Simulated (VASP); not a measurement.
# AlNi3 (Pm-3m) in VASP: notebook, part 2 of 2

VASP 6.6.1. The steps go on from the part before.

## Step 4: Single point, PBE+D3(BJ), collinear spin, ferromagnetic start

Contents of INCAR:

```
  PREC = Accurate
  ENCUT = 520
  EDIFF = 1E-6
  ISMEAR = -1
  SIGMA = 0.05
  LREAL = False
  LASPH = True
  NELM = 150
  ALGO = Normal
  ISIF = 2
  LWAVE = False
  LCHARG = False
  ISPIN = 2
  MAGMOM = 1 1 1 0
  LORBIT = 11
  LMAXMIX = 4
  GGA = PE
  IVDW = 12
  NBANDS = 28
```

Contents of KPOINTS:

```
Automatic mesh
0
Gamma
  8 8 8
```

Contents of POSCAR:

```
AlNi3
1.0
    3.5230547267      0.0000000000      0.0000000000
    0.0000000000      3.5230547267      0.0000000000
    0.0000000000      0.0000000000      3.5230547267
Ni Al
3 1
Direct
    0.5000000000      0.5000000000      0.0000000000
    0.5000000000      0.0000000000      0.5000000000
    0.0000000000      0.5000000000      0.5000000000
    0.0000000000      0.0000000000      0.0000000000
```

Potentials or basis: VASP PAW PBE potentials, release 64 (Ni, Al).

The run is started by

```sh
> cat potpaw_PBE.64/Ni/POTCAR potpaw_PBE.64/Al/POTCAR > POTCAR
> mpirun -np 1 vasp_std > vasp.out
```

OUTCAR:

```text
PREC = Accurate
   ENCUT = 520
   EDIFF = 1E-6
   ISMEAR = -1
   LREAL = False
   LASPH = True
   NELM = 150
   ISIF = 2
   ISPIN = 2
   LORBIT = 11
   GGA = PE
   IVDW = 12
 IVDW          = 12

 ion  position               nearest neighbor table
   1  0.500  0.500  0.000-   2 2.49   3 2.49   4 2.49   2 2.49   3 2.49   2 2.49   4 2.49   2 2.49
                             3 2.49   4 2.49   3 2.49   4 2.49
   2  0.500  0.000  0.500-   1 2.49   3 2.49   4 2.49   1 2.49   4 2.49   1 2.49   3 2.49   1 2.49
                             3 2.49   4 2.49   4 2.49   3 2.49
   3  0.000  0.500  0.500-   1 2.49   2 2.49   4 2.49   1 2.49   4 2.49   2 2.49   4 2.49   4 2.49
[... 1728 lines left out ...]
     0.000000000  3.523054727  0.000000000     0.000000000  0.283844583  0.000000000
     0.000000000  0.000000000  3.523054727     0.000000000  0.000000000  0.283844583

 POSITION                                       TOTAL-FORCE (eV/Angst)
 -----------------------------------------------------------------------------------
      1.76153      1.76153      0.00000         0.000000      0.000000      0.000000
      1.76153      0.00000      1.76153         0.000000      0.000000      0.000000
      0.00000      1.76153      1.76153         0.000000      0.000000      0.000000
      0.00000      0.00000      0.00000         0.000000      0.000000      0.000000
 -----------------------------------------------------------------------------------
    total drift:                                0.000000      0.000000      0.000000

  FREE ENERGIE OF THE ION-ELECTRON SYSTEM (eV)
  ---------------------------------------------------
  free  energy   TOTEN  =       -23.7630245465 eV

  energy  without entropy=      -23.7330608677  energy(sigma->0) =      -23.74804271

 total charge

# of ion       s       p       d       tot
------------------------------------------
    1        0.507   0.545   8.396   9.448
    2        0.507   0.545   8.396   9.448
    3        0.507   0.545   8.396   9.448
    4        0.412   0.405   0.000   0.818
--------------------------------------------------
tot          1.934   2.041  25.188  29.163

 magnetization (x)

# of ion       s       p       d       tot
------------------------------------------
    1       -0.003  -0.009   0.248   0.237
    2       -0.003  -0.009   0.248   0.237
    3       -0.003  -0.009   0.248   0.237
    4       -0.001  -0.007   0.000  -0.008
--------------------------------------------------
tot         -0.009  -0.033   0.745   0.702
```

OSZICAR:

```text
N       E                     dE             d eps       ncg     rms          rms(c)
DAV:   1     0.194965636371E+03    0.19497E+03   -0.14103E+04  4008   0.154E+03
DAV:   2    -0.131531172834E+02   -0.20812E+03   -0.19256E+03  3932   0.293E+02
DAV:   3    -0.256750326244E+02   -0.12522E+02   -0.11744E+02  4368   0.896E+01
DAV:   4    -0.259050456674E+02   -0.23001E+00   -0.22962E+00  4588   0.117E+01
DAV:   5    -0.259134508536E+02   -0.84052E-02   -0.84043E-02  4680   0.197E+00    0.205E+01
DAV:   6    -0.266583966932E+02   -0.74495E+00   -0.32120E+01  4556   0.100E+02    0.206E+01
DAV:   7    -0.219429069315E+02    0.47155E+01   -0.11492E+01  4632   0.548E+01    0.276E+00
DAV:   8    -0.218955288636E+02    0.47378E-01   -0.19771E-01  4372   0.318E+00    0.143E+00
DAV:   9    -0.218728578140E+02    0.22671E-01   -0.15130E-02  5544   0.164E+00    0.693E-01
DAV:  10    -0.218717319901E+02    0.11258E-02   -0.16731E-03  4820   0.413E-01    0.201E-01
DAV:  11    -0.218719981757E+02   -0.26619E-03   -0.42793E-04  5028   0.305E-01    0.100E-01
DAV:  12    -0.218720203737E+02   -0.22198E-04   -0.11003E-04  5524   0.139E-01    0.328E-02
DAV:  13    -0.218720206739E+02   -0.30022E-06   -0.16321E-05  4168   0.433E-02    0.155E-02
DAV:  14    -0.218720198037E+02    0.87022E-06   -0.51553E-07  2468   0.981E-03
   1 F= -.23763025E+02 E0= -.23748043E+02  d E =-.299637E-01  mag=     0.6680
```

It took 38 s on 1 thread of Intel Xeon 6975P-C (Granite Rapids), shared host; peak memory 0.21 GiB.

What came out:

* Free energy: -23.7630 eV
* Pressure: 0.2 GPa
* Net moment: 0.67 μB per cell
* Site moments: Ni +0.24; Al -0.01 μB
* Valence electrons inside the program's atomic spheres: Ni 9.45; Al 0.82
* Dispersion energy per atom: -0.473 eV

Levels at points of the mesh, in eV from the Fermi level:
Spin up:
| k point | band 14 | band 15 | band 16 | band 17 | band 18 | band 19 | band 20 | band 21 |
| --- | --- | --- | --- | --- | --- | --- | --- | --- |
| (0.00, 0.00, 0.00) | -0.06 | -0.06 | -0.06 | 0.88 | 0.88 | 0.88 | 6.73 | 6.73 |
| (0.50, 0.00, 0.00) | -1.20 | -1.07 | -0.51 | -0.05 | 5.65 | 5.65 | 5.69 | 5.69 |
| (0.50, 0.50, 0.00) | -1.22 | -1.00 | -0.98 | -0.59 | 0.89 | 0.89 | 8.32 | 8.32 |
| (0.50, 0.50, 0.50) | -1.09 | -1.09 | -0.24 | -0.24 | -0.24 | -0.21 | 3.57 | 4.18 |
Spin down:
```csv
k point,band 12,band 13,band 14,band 15,band 16,band 17,band 18,band 19,band 20,band 21
"(0.00, 0.00, 0.00)",-0.41,0.01,0.35,0.35,0.35,0.85,0.85,0.85,6.81,6.81
"(0.50, 0.00, 0.00)",-1.06,-0.96,-0.96,-0.85,-0.33,0.35,5.70,5.70,5.74,5.74
"(0.50, 0.50, 0.00)",-1.17,-1.17,-1.12,-0.81,-0.61,-0.46,1.16,1.16,8.36,8.36
"(0.50, 0.50, 0.50)",-1.19,-1.19,-0.92,-0.92,-0.23,0.11,0.11,0.11,3.66,4.37
```

Caveat: three body term missing; pairwise dispersion overbinds metals, which lowers pressure and volume.

## Step 5: The runs side by side

```csv
level,cell,gap on the mesh (eV),pressure (GPa),moment (μB)
PBE,"a = 3.523 Å, 4 atoms",none,7.4,0.67
PBE+D3(BJ),"a = 3.524 Å, 4 atoms",none,0.0,0.67
PBE+D3(BJ),"a = 3.523 Å, 4 atoms",none,0.2,0.67
```

Alike in all rows: task single point; potentials or basis VASP PAW PBE potentials, release 64 (Ni, Al); spin collinear, ferromagnetic start; k mesh 8 × 8 × 8; cutoff (eV) 520; smearing fermi-dirac 0.05 eV.

Every run on the cell as given and a fine mesh finds a metal. The pressure there spans 0.0 GPa (PBE+D3(BJ)) to 7.4 GPa (PBE); a positive pressure means that this level wants a larger cell, a negative one a smaller.

Caveats: pairwise dispersion overbinds metals, which lowers pressure and volume (some runs); three body term missing (some runs).

Total energies depend on the potentials used, so only differences within one code and one set of settings carry meaning.
